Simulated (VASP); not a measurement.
# Rh (P6_3/mmc) in VASP: further runs

The runs below take Rh through single point, with r2SCAN.

Program: VASP 6.6.1. These are calculated values, not measurements. Logs are shortened: lines on timing, memory, paths and dates and some standing lists are left out, and cuts for length are marked.

## (1) The cell of the first run

It takes space group P6_3/mmc (No. 194, hexagonal). The conventional cell has a = 2.617 Å, b = 2.617 Å, c = 4.244 Å, α = 90.00°, β = 90.00°, γ = 120.00°. Rh (site symmetry -6m2) has 12 Rh at 2.60 to 2.62 Å within 3.4 Å.

## (2) Single point, r2SCAN

File POSCAR:

```
Rh
1.0
    2.6170534403      0.0000000000      0.0000000000
   -1.3085267201      2.2664347663      0.0000000000
    0.0000000000      0.0000000000      4.2437500263
Rh
2
Direct
    0.6666666667      0.3333333333      0.7500000000
    0.3333333333      0.6666666667      0.2500000000
```

File INCAR.step1:

```
SYSTEM = Rh
ALGO = Normal
EDIFF = 1E-4
ENCUT = 520
GGA = PE
ISMEAR = 0
LASPH = .True.
LCHARG = .False.
LREAL = .False.
LWAVE = .True.
NBANDS = 22
NELM = 100
PREC = Accurate
SIGMA = 0.1
```

File INCAR.step2:

```
SYSTEM = Rh
ALGO = Normal
EDIFF = 1E-7
ENCUT = 520
ISIF = 2
ISMEAR = 0
ISTART = 1
LASPH = .True.
LCHARG = .False.
LMIXTAU = .True.
LREAL = .False.
LWAVE = .False.
METAGGA = R2SCAN
NBANDS = 22
NELM = 100
PREC = Accurate
SIGMA = 0.1
```

File KPOINTS:

```
k-points
0
Gamma
  12 12 7
  0 0 0
```

Potentials or basis: VASP PAW PBE potentials, release 64 (Rh_pv).

On the command line:

```bash
> cat potpaw_PBE.64/Rh_pv/POTCAR > POTCAR
> cp INCAR.step1 INCAR
> mpirun -np 1 vasp_std > vasp.out
> cp INCAR.step2 INCAR
> mpirun -np 1 vasp_std > vasp.out
```

OUTCAR:

```text
SYSTEM = Rh
   EDIFF = 1E-7
   ENCUT = 520
   ISIF = 2
   ISMEAR = 0
   ISTART = 1
   LASPH = .True.
   LREAL = .False.
   METAGGA = R2SCAN
   NELM = 100
   PREC = Accurate

 ion  position               nearest neighbor table
   1  0.667  0.333  0.750-   2 2.60   2 2.60   2 2.60   2 2.60   2 2.60   2 2.60
   2  0.333  0.667  0.250-   1 2.60   1 2.60   1 2.60   1 2.60   1 2.60   1 2.60

  LATTYP: Found a hexagonal cell.
 ALAT       =     2.6170534403
 C/A-ratio  =     1.6215756090

  Lattice vectors:

 A1 = (   2.6170534403,   0.0000000000,   0.0000000000)
 A2 = (  -1.3085267201,   2.2664347663,   0.0000000000)
 A3 = (   0.0000000000,   0.0000000000,   4.2437500263)

Analysis of symmetry for initial positions (statically):
=====================================================================
 Subroutine PRICEL returns:
 Original cell was already a primitive cell.

 Routine SETGRP: Setting up the symmetry group for a
 hexagonal supercell.

 Subroutine GETGRP returns: Found 24 space group operations
 (whereof 12 operations were pure point group operations)
 out of a pool of 24 trial point group operations.

The static configuration has the point symmetry D_3d.
 The point group associated with its full space group is D_6h.

Analysis of symmetry for dynamics (positions and initial velocities):
=====================================================================
 Subroutine PRICEL returns:
 Original cell was already a primitive cell.

 Routine SETGRP: Setting up the symmetry group for a
 hexagonal supercell.

 Subroutine GETGRP returns: Found 24 space group operations
 (whereof 12 operations were pure point group operations)
 out of a pool of 24 trial point group operations.

The dynamic configuration has the point symmetry D_3d.
 The point group associated with its full space group is D_6h.

 Subroutine INISYM returns: Found 24 space group operations
 (whereof 12 operations are pure point group operations),
 and found     1 'primitive' translations

----------------------------------------------------------------------------------------

                                     Primitive cell

  volume of cell :      25.1713

  direct lattice vectors                    reciprocal lattice vectors
     2.617053440  0.000000000  0.000000000     0.382109125  0.220610806  0.000000000
    -1.308526720  2.266434766  0.000000000     0.000000000  0.441221612  0.000000000
     0.000000000  0.000000000  4.243750026     0.000000000  0.000000000  0.235640647
[... 76 lines left out ...]
   ISTART =      1    job   : 0-new  1-cont  2-samecut
   ICHARG =      0    charge: 1-file 2-atom 10-const
   ISPIN  =      1    spin polarized calculation?
   LNONCOLLINEAR =      F non collinear calculations
   LSORBIT =      F    spin-orbit coupling
   LASPH  =      T    aspherical Exc in radial PAW
   ENCUT  =  520.0 eV  38.22 Ry    6.18 a.u.   4.87  4.87  7.89*2*pi/ulx,y,z
   NELM   =    100;   NELMIN=  2; NELMDL=  0     # of ELM steps
   EDIFF  = 0.1E-06   stopping-criterion for ELM
   LREAL  =      F    real-space projection
   EDIFFG = 0.1E-05   stopping-criterion for IOM
   NSW    =      0    number of steps for IOM
   IBRION =     -1    ionic relax: 0-MD 1-quasi-New 2-CG
   NFREE  =      0    steps in history (QN), initial steepest desc. (CG)
   ISIF   =      2    stress and relaxation
   ISYM   =      2    0-nonsym 1-usesym 2-fastsym
   POTIM  = 0.5000    time-step for ionic-motion
   TEBEG  =    0.0;   TEEND  =   0.0 temperature during run
   PSTRESS=    0.0 pullay stress
   NELECT =      30.0000    total number of electrons
   NUPDOWN=      -1.0000    fix difference up-down
   EMIN   =  10.00;   EMAX   =-10.00  energy-range for DOS
   EFERMI =   0.00;   METHOD = LEGACY
   ISMEAR =     0;   SIGMA  =   0.10  broadening in eV -4-tet -1-fermi 0-gaus
   EFERMI_NEDOS =   21; number of points for ismear=-14 and -15
   IALGO  =     38    algorithm
   IMIX   =      4    mixing-type and parameters
     AMIX     =   0.40;   BMIX     =  1.00
     AMIX_MAG =   1.60;   BMIX_MAG =  1.00
  volume/ion in A,a.u.               =      12.59        84.93
  Fermi-wavevector in a.u.,A,eV,Ry     =   1.735722  3.280038 40.990669  3.012729
  Thomas-Fermi vector in A             =   2.809273
   LORBIT       =      0    0 simple, 1 ext, 2 COOP (PROOUT), +10 PAW based schemes
   METAGGA = R2SCAN    functional components
   LHFCALC =     F    Hartree Fock is set to
   AEXX    =    0.0000 exact exchange contribution
   IVDW    =     0    specifies the selected vdW correction
   LEPSILON=     F    determine dielectric tensor
   LRPA    =     F    only Hartree local field effects (RPA)
 non-spin polarized calculation
 Gauss-broadening in eV      SIGMA  =   0.10
  energy-cutoff  :      520.00
  volume of cell :       25.17
 maximum number of plane-waves:       699
 NGX is ok and might be reduce to    20
   NGX =  9   NGY =  9   NGZ = 15

 number of electron      29.9999996 magnetization

 Free energy of the ion-electron system (eV)
  ---------------------------------------------------
  ext. energy  EPLUGINS =         0.00000000
  ---------------------------------------------------
  free energy    TOTEN  =       -47.95570640 eV

  energy without entropy =      -47.94018949  energy(sigma->0) =      -47.94794794

 E-fermi :  13.5773     XC(G=0): -15.8786

 val. band max:       13.5738822172   @ k =   0.2500   0.1667   0.1429
 cond. band min:      13.5779340019   @ k =   0.3333  -0.0000   0.4286
 fundamental gap:      0.0040517847
 Fermi energy:        13.5773013104

 k-point     1 :       0.0000    0.0000    0.0000
  band No.  band energies     occupation
      1     -35.5805      2.00000
      2     -34.6409      2.00000
      3     -34.6409      2.00000
      4     -34.4996      2.00000
      5     -34.4908      2.00000
      6     -34.4908      2.00000
[... 589 lines left out ...]
     21      30.3722      0.00000
     22      30.5921      0.00000

 [... further k-points ...]
[... 5 lines left out ...]
  --------------------------------------------------------------------------------------
  -------------------------------------------------------------------------------------
  Total        5.2072163      5.2072163      5.2936397      0.0000000     -0.0000000      0.0000000
  in kB      331.4443267    331.4443279    336.9452631      0.0000000     -0.0000000      0.0000000
  external PRESSURE =     333.2779726 kB  Pullay stress =       0.0000000 kB

 VOLUME and BASIS-vectors are now :
 -----------------------------------------------------------------------------
  energy-cutoff  :      520.00
  volume of cell :       25.17
      direct lattice vectors                 reciprocal lattice vectors
     2.617053440  0.000000000  0.000000000     0.382109125  0.220610806  0.000000000
    -1.308526720  2.266434766  0.000000000     0.000000000  0.441221612  0.000000000
     0.000000000  0.000000000  4.243750026     0.000000000  0.000000000  0.235640647

 POSITION                                       TOTAL-FORCE (eV/Angst)
 -----------------------------------------------------------------------------------
      1.30853      0.75548      3.18281         0.000000     -0.000000      0.000000
     -0.00000      1.51096      1.06094        -0.000000      0.000000      0.000000
 -----------------------------------------------------------------------------------
    total drift:                                0.000000     -0.000000      0.000000

  FREE ENERGIE OF THE ION-ELECTRON SYSTEM (eV)
  ---------------------------------------------------
  free  energy   TOTEN  =       -47.9557064002 eV

  energy  without entropy=      -47.9401894860  energy(sigma->0) =      -47.94794794
```

It took 3.6 min on 1 thread of AMD EPYC 7R13, shared host; peak memory 0.13 GiB.

What came out:

```
Free energy            : -47.9557 eV
Pressure               : 33.3 GPa
Band gap on the k mesh : zero (band 15 reaches 14.30 eV, above the bottom of band 16 at 11.44 eV)
```

Caveat: the PAW data sets were made with another functional, which shifts forces and pressure a little.

(Continued in part 2 of 2.)
